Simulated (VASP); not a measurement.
# AlN (Pm) in VASP: further runs, part 3 of 3

VASP 6.6.1. Earlier steps stand in the parts before.

### Step 6. Single point, LDA (atom 1 (Al) moved by -0.496 Å along [1 0 0] and +0.620 Å along [1 2 0])

File INCAR:

```
PREC = Accurate ; ENCUT = 520
EDIFF = 1E-7 ; ISMEAR = 0
SIGMA = 0.05 ; LREAL = False
LASPH = True ; NELM = 80
ALGO = Normal ; ISIF = 2
LWAVE = False ; LCHARG = False
GGA = CA ; NBANDS = 26
```

File KPOINTS:

```
Automatic mesh
0
Gamma
  8 6 4
```

File POSCAR:

```
AlN
1.0
   -1.6378403119      2.8368226349      0.0000000000
    0.0000000000      0.0000000000      4.1006264518
    4.9135209358      2.8368226349      0.0000000000
Al N
4 4
Direct
    0.7396252384      0.7500000000      0.1455958040
    1.0000000000      0.7500000000      0.6666666667
    0.0000000000      0.2500000000      0.3333333333
    0.5000000000      0.2500000000      0.8333333333
    0.5000000000      0.2500000000      0.1666666667
    1.0000000000      0.2500000000      0.6666666667
    0.0000000000      0.7500000000      0.3333333333
    0.5000000000      0.7500000000      0.8333333333
```

Potentials or basis: VASP PAW LDA potentials, release 64 (Al, N).

Launch:

```sh
cat potpaw_LDA.64/Al/POTCAR potpaw_LDA.64/N/POTCAR > POTCAR
mpirun -np 1 vasp_std > vasp.out
```

OUTCAR:

```text
PREC = Accurate
   ENCUT = 520
   EDIFF = 1E-7
   ISMEAR = 0
   LREAL = False
   LASPH = True
   NELM = 80
   ISIF = 2
   GGA = CA

 ion  position               nearest neighbor table
   1  0.740  0.750  0.146-   7 1.36   8 1.94   5 2.20   5 2.20   3 2.46   3 2.46   4 2.82   4 2.82
                             2 2.85   2 3.08   3 3.35   3 3.35
   2  0.000  0.750  0.667-   8 1.89   8 1.89   7 1.89   6 2.05   6 2.05   4 2.79   4 2.79   4 2.79
                             4 2.79   3 2.79   3 2.79   1 2.85   1 3.08
   3  0.000  0.250  0.333-   5 1.89   5 1.89   6 1.89   7 2.05   7 2.05   1 2.46   1 2.46   2 2.79
                             2 2.79   4 3.28   4 3.28   4 3.28   4 3.28   1 3.35   1 3.35
   4  0.500  0.250  0.833-   6 1.89   6 1.89   5 1.89   8 2.05   8 2.05   2 2.79   2 2.79   2 2.79
                             2 2.79   1 2.82   1 2.82   3 3.28   3 3.28   3 3.28   3 3.28
   5  0.500  0.250  0.167-   3 1.89   3 1.89   4 1.89   1 2.20   1 2.20
   6  0.000  0.250  0.667-   4 1.89   4 1.89   3 1.89   2 2.05   2 2.05
   7  0.000  0.750  0.333-   1 1.36   2 1.89   3 2.05   3 2.05
   8  0.500  0.750  0.833-   2 1.89   2 1.89   1 1.94   4 2.05   4 2.05

  LATTYP: Found a simple orthorhombic cell.
 ALAT       =     3.2756806238
 B/A-ratio  =     1.2518395176
 C/A-ratio  =     1.7320508076

  Lattice vectors:

 A1 = (  -1.6378403119,   2.8368226349,   0.0000000000)
 A2 = (   0.0000000000,   0.0000000000,   4.1006264518)
 A3 = (   4.9135209358,   2.8368226349,   0.0000000000)

Analysis of symmetry for initial positions (statically):
=====================================================================
 Subroutine PRICEL returns:
 Original cell was already a primitive cell.

 Routine SETGRP: Setting up the symmetry group for a
 simple orthorhombic supercell.

 Subroutine GETGRP returns: Found  2 space group operations
 (whereof  1 operations were pure point group operations)
 out of a pool of  8 trial point group operations.

The static configuration has the point symmetry C_1 .
 The point group associated with its full space group is C_1h.

Analysis of symmetry for dynamics (positions and initial velocities):
=====================================================================
 Subroutine PRICEL returns:
 Original cell was already a primitive cell.

 Routine SETGRP: Setting up the symmetry group for a
 simple orthorhombic supercell.

 Subroutine GETGRP returns: Found  2 space group operations
 (whereof  1 operations were pure point group operations)
 out of a pool of  8 trial point group operations.

The dynamic configuration has the point symmetry C_1 .
 The point group associated with its full space group is C_1h.

 Subroutine INISYM returns: Found  2 space group operations
 (whereof  1 operations are pure point group operations),
 and found     1 'primitive' translations

----------------------------------------------------------------------------------------

                                     Primitive cell

  volume of cell :      76.2103

  direct lattice vectors                    reciprocal lattice vectors
    -1.637840312  2.836822635  0.000000000    -0.152640033  0.264380293  0.000000000
     0.000000000  0.000000000  4.100626452     0.000000000  0.000000000  0.243865178
     4.913520936  2.836822635  0.000000000     0.152640033  0.088126764  0.000000000

  length of vectors
[... 52 lines left out ...]
  0.125000  0.000000  0.000000      2.000000
  0.250000  0.000000  0.000000      2.000000
  0.375000  0.000000  0.000000      2.000000
  0.500000  0.000000  0.000000      1.000000
  0.000000  0.166667  0.000000      2.000000
[... 16 lines left out ...]
  0.125000  0.000000 -0.250000      2.000000
  0.250000  0.000000  0.250000      2.000000
 [... further k-points ...]
   k-points           NKPTS =     72   k-points in BZ     NKDIM =     72   number of bands    NBANDS=     26
   number of dos      NEDOS =    301   number of ions     NIONS =      8
   total plane-waves  NPLWV =  30240
   dimension x,y,z NGX =    24 NGY =   30 NGZ =   42
   dimension x,y,z NGXF=    48 NGYF=   60 NGZF=   84
   ions per type =               4   4
   NGX,Y,Z   is equivalent  to a cutoff of  12.18, 12.16, 12.31 a.u.
   NGXF,Y,Z  is equivalent  to a cutoff of  24.36, 24.32, 24.61 a.u.
 SYSTEM =  unknown system
   PREC   = accura    normal or accurate (medium, high low for compatibility)
   ISTART =      0    job   : 0-new  1-cont  2-samecut
   ICHARG =      2    charge: 1-file 2-atom 10-const
   ISPIN  =      1    spin polarized calculation?
   LNONCOLLINEAR =      F non collinear calculations
   LSORBIT =      F    spin-orbit coupling
   LASPH  =      T    aspherical Exc in radial PAW
   ENCUT  =  520.0 eV  38.22 Ry    6.18 a.u.   6.09  7.62 10.55*2*pi/ulx,y,z
   NELM   =     80;   NELMIN=  2; NELMDL= -5     # of ELM steps
   EDIFF  = 0.1E-06   stopping-criterion for ELM
   LREAL  =      F    real-space projection
   EDIFFG = 0.1E-05   stopping-criterion for IOM
   NSW    =      0    number of steps for IOM
   IBRION =     -1    ionic relax: 0-MD 1-quasi-New 2-CG
   NFREE  =      0    steps in history (QN), initial steepest desc. (CG)
   ISIF   =      2    stress and relaxation
   ISYM   =      2    0-nonsym 1-usesym 2-fastsym
   POTIM  = 0.5000    time-step for ionic-motion
   TEBEG  =    0.0;   TEEND  =   0.0 temperature during run
   PSTRESS=    0.0 pullay stress
   NELECT =      32.0000    total number of electrons
   NUPDOWN=      -1.0000    fix difference up-down
   EMIN   =  10.00;   EMAX   =-10.00  energy-range for DOS
   EFERMI =   0.00;   METHOD = LEGACY
   ISMEAR =     0;   SIGMA  =   0.05  broadening in eV -4-tet -1-fermi 0-gaus
   EFERMI_NEDOS =   21; number of points for ismear=-14 and -15
   IALGO  =     38    algorithm
   IMIX   =      4    mixing-type and parameters
     AMIX     =   0.40;   BMIX     =  1.00
     AMIX_MAG =   1.60;   BMIX_MAG =  1.00
  volume/ion in A,a.u.               =       9.53        64.29
  Fermi-wavevector in a.u.,A,eV,Ry     =   1.225896  2.316607 20.447110  1.502820
  Thomas-Fermi vector in A             =   2.360917
   LORBIT       =      0    0 simple, 1 ext, 2 COOP (PROOUT), +10 PAW based schemes
   GGA     = CA    functional components
   LHFCALC =     F    Hartree Fock is set to
   AEXX    =    0.0000 exact exchange contribution
   IVDW    =     0    specifies the selected vdW correction
   LEPSILON=     F    determine dielectric tensor
   LRPA    =     F    only Hartree local field effects (RPA)
 non-spin polarized calculation
 Gauss-broadening in eV      SIGMA  =   0.05
  energy-cutoff  :      520.00
  volume of cell :       76.21
 maximum number of plane-waves:      2088
   NGX = 13   NGY = 15   NGZ = 21

 number of electron      32.0000003 magnetization

 Free energy of the ion-electron system (eV)
  ---------------------------------------------------
  ext. energy  EPLUGINS =         0.00000000
  ---------------------------------------------------
  free energy    TOTEN  =       -58.72090672 eV

  energy without entropy =      -58.72090672  energy(sigma->0) =      -58.72090672

 E-fermi :   8.3417     XC(G=0): -11.6576

 val. band max:        8.0900977205   @ k =   0.0000   0.0000   0.0000
 cond. band min:      10.5127559584   @ k =   0.0000   0.0000   0.0000
 fundamental gap:      2.4226582379
 Fermi energy:         8.3416763089

 k-point     1 :       0.0000    0.0000    0.0000
  band No.  band energies     occupation
      1      -8.8629      2.00000
      2      -6.8412      2.00000
      3      -5.6106      2.00000
      4      -4.8752      2.00000
      5       0.9598      2.00000
      6       1.3570      2.00000
[... 685 lines left out ...]
     25      17.6811      0.00000
     26      18.2151      0.00000

 [... further k-points ...]
[... 5 lines left out ...]
  --------------------------------------------------------------------------------------
  -------------------------------------------------------------------------------------
  Total        4.4837048     29.7312943      1.4842062     13.7125089      0.0000000      0.0000000
  in kB       94.2613494    625.0438107     31.2026079    288.2793713      0.0000000      0.0000000
  external PRESSURE =     250.1692560 kB  Pullay stress =       0.0000000 kB

 VOLUME and BASIS-vectors are now :
 -----------------------------------------------------------------------------
  energy-cutoff  :      520.00
  volume of cell :       76.21
      direct lattice vectors                 reciprocal lattice vectors
    -1.637840312  2.836822635  0.000000000    -0.152640033  0.264380293  0.000000000
     0.000000000  0.000000000  4.100626452     0.000000000  0.000000000  0.243865178
     4.913520936  2.836822635  0.000000000     0.152640033  0.088126764  0.000000000

 POSITION                                       TOTAL-FORCE (eV/Angst)
 -----------------------------------------------------------------------------------
     -0.49600      2.51122      3.07547        -7.234233    -27.462467      0.000000
      3.27568      1.89122      3.07547        -1.334823     -0.331542      0.000000
      1.63784      0.94561      1.02516         0.128203      1.456970      0.000000
      3.27568      3.78243      1.02516         0.379277     -0.265112      0.000000
      0.00000      1.89122      1.02516        -1.403792      1.264822      0.000000
      3.27568      1.89122      1.02516         0.100909      0.073375      0.000000
      1.63784      0.94561      3.07547         9.516080     24.306737      0.000000
      3.27568      3.78243      3.07547        -0.151621      0.957217      0.000000
 -----------------------------------------------------------------------------------
    total drift:                               -0.000066     -0.000333     -0.000000

  FREE ENERGIE OF THE ION-ELECTRON SYSTEM (eV)
  ---------------------------------------------------
  free  energy   TOTEN  =       -58.7209067189 eV

  energy  without entropy=      -58.7209067189  energy(sigma->0) =      -58.72090672
```

Wall time 1.7 min (1 thread of Intel Xeon Platinum 8375C at 2.90GHz (Ice Lake), shared host); peak memory 0.22 GiB.

What came out:

* Free energy: -58.7209 eV
* Pressure: 25.0 GPa
* Largest force: 28.399 eV/Å
* Band gap on the k mesh: 2.42 eV

Forces in eV/Å, atoms in the order of the input:
```
Al   -7.234 -27.462   0.000
Al   -1.335  -0.332   0.000
Al    0.128   1.457   0.000
Al    0.379  -0.265   0.000
N    -1.404   1.265   0.000
N     0.101   0.073   0.000
N     9.516  24.307   0.000
N    -0.152   0.957   0.000
```

Stress tensor (GPa, compression positive):
```
 9.43 28.83  0.00
28.83 62.50  0.00
 0.00  0.00  3.12
```

Levels at points of the mesh, in eV from the valence-band top:
| k point | band 13 | band 14 | band 15 | band 16 | band 17 | band 18 | band 19 | band 20 |
| --- | --- | --- | --- | --- | --- | --- | --- | --- |
| (0.00, 0.00, 0.00) | -1.90 | -1.57 | -1.01 | 0.00 | 2.42 | 3.92 | 4.34 | 6.43 |
| (0.50, 0.00, 0.00) | -3.28 | -2.43 | -2.13 | -1.81 | 4.45 | 4.66 | 6.19 | 6.48 |
| (0.00, 0.50, 0.00) | -2.47 | -2.06 | -1.65 | -1.61 | 3.93 | 4.50 | 5.79 | 6.01 |
| (0.50, 0.50, 0.00) | -1.39 | -1.36 | -1.11 | -0.36 | 4.40 | 5.36 | 6.57 | 6.68 |
| (0.00, 0.00, 0.50) | -1.65 | -1.44 | -0.88 | -0.88 | 3.31 | 5.03 | 5.62 | 6.01 |
| (0.50, 0.00, 0.50) | -3.53 | -2.32 | -1.76 | -1.07 | 3.13 | 4.15 | 5.92 | 7.05 |
| (0.00, 0.50, 0.50) | -2.19 | -1.97 | -1.82 | -1.55 | 3.78 | 4.47 | 5.44 | 6.52 |
| (0.50, 0.50, 0.50) | -2.17 | -1.96 | -1.87 | -1.05 | 3.83 | 4.36 | 5.42 | 5.74 |

Caveat: the cell differs from its parent crystal (atom 1 (Al) moved by -0.496 Å along [1 0 0] and +0.620 Å along [1 2 0]); the stress differs along the axes, from 3 to 63 GPa; forces of over 1 eV/Å act on the atoms, so gaps and moduli don't describe the material at rest. A k mesh can miss the band edges.

### Step 7. Overview

| cell | gap on the mesh (eV) | pressure (GPa) | largest force (eV/Å) |
| --- | --- | --- | --- |
| as given, atomic positions A | 3.11 | 34.7 | 46.41 |
| as given, atomic positions B | 2.49 | 10.2 | 6.88 |
| as given, atomic positions C | 2.76 | 18.6 | 21.10 |
| as given, atomic positions D | 3.17 | 31.9 | 41.30 |
| as given, atomic positions E | 2.42 | 25.0 | 28.40 |

Alike in all rows: task single point; level LDA; potentials or basis VASP PAW LDA potentials, release 64 (Al, N); no spin polarisation; k mesh 8 × 6 × 4; cutoff (eV) 520; smearing gaussian 0.05 eV.

Caveats: forces of over 1 eV/Å act on the atoms, so gaps and moduli don't describe the material at rest; atoms lie so close that the PAW spheres overlap strongly, which falsifies energies and pressures (at least some runs); the stress differs along the axes, from -5 to 107 GPa (at least some runs); the stress differs along the axes, from 1 to 24 GPa (at least some runs); the stress differs along the axes, from -0 to 54 GPa (at least some runs); the stress differs along the axes, from 0 to 93 GPa (at least some runs); the stress differs along the axes, from 3 to 63 GPa (at least some runs).

Total energies depend on the potentials used, so only differences within one code and one set of settings carry meaning.
